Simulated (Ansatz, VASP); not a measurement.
## Two plane-wave programs on Pb

File INCAR:

```
AGGAC = 1.0
AGGAX = 1.0
ALDAC = 0.0
ALDAX = 1.0
ALGO = Normal
EDIFF = 1E-7
ENCUT = 520
GGA = B5
ISIF = 2
ISMEAR = -1
LASPH = T
LCHARG = F
LREAL = F
LWAVE = F
NBANDS = 13
NELM = 100
PREC = Accurate
SIGMA = 0.1
```

File KPOINTS:

```
k-points
0
Gamma
  17 17 17
```

File POSCAR:

```
Pb
1.0
    0.0000000000      2.4815540032      2.4815540032
    2.4815540032      0.0000000000      2.4815540032
    2.4815540032      2.4815540032      0.0000000000
Pb
1
Direct
    0.0000000000      0.0000000000      0.0000000000
```

Input for Ansatz:

```yaml
crystal:
  lattice:
    - [0.0, 2.4815540032, 2.4815540032]
    - [2.4815540032, 0.0, 2.4815540032]
    - [2.4815540032, 2.4815540032, 0.0]
  atoms:
    - { symbol: Pb, position: [0.0, 0.0, 0.0] }
hamiltonian:
  xc: blyp
  pseudopotentials:
    kind: paw
    azcp:
      Pb: "pseudopotentials/Pb.paw.azcp"
basis:
  ecutwfc: 420
  fft_grid_basis: typed
kpoints:
  mp_grid: { grid: [17, 17, 17], shift: [0, 0, 0] }
magnetization:
  spin_polarized: false
scf:
  occupations: { method: fermi_dirac, width: 0.1 }
output:
  stress: true
```

Alike in both runs: task single point; functional BLYP; k mesh 17 × 17 × 17; occupations fermi-dirac, width 0.1 eV; no spin polarisation.

|  | VASP | Ansatz |
| --- | --- | --- |
| version | VASP 6.6.1 | Ansatz 0.2.0 |
| potentials or method | VASP PAW PBE potentials, release 64 (Pb_d), cutoff 520 eV | plane waves (420 eV) with PAW, scalar-relativistic |
| valence electrons in the cell | 14 | 14 |

```tsv
	VASP	Ansatz	Ansatz less VASP
pressure (GPa)	5.7	5.6	-0.12
```

VASP's potentials were made for PBE, not for BLYP.

Neither program's run includes spin-orbit coupling.
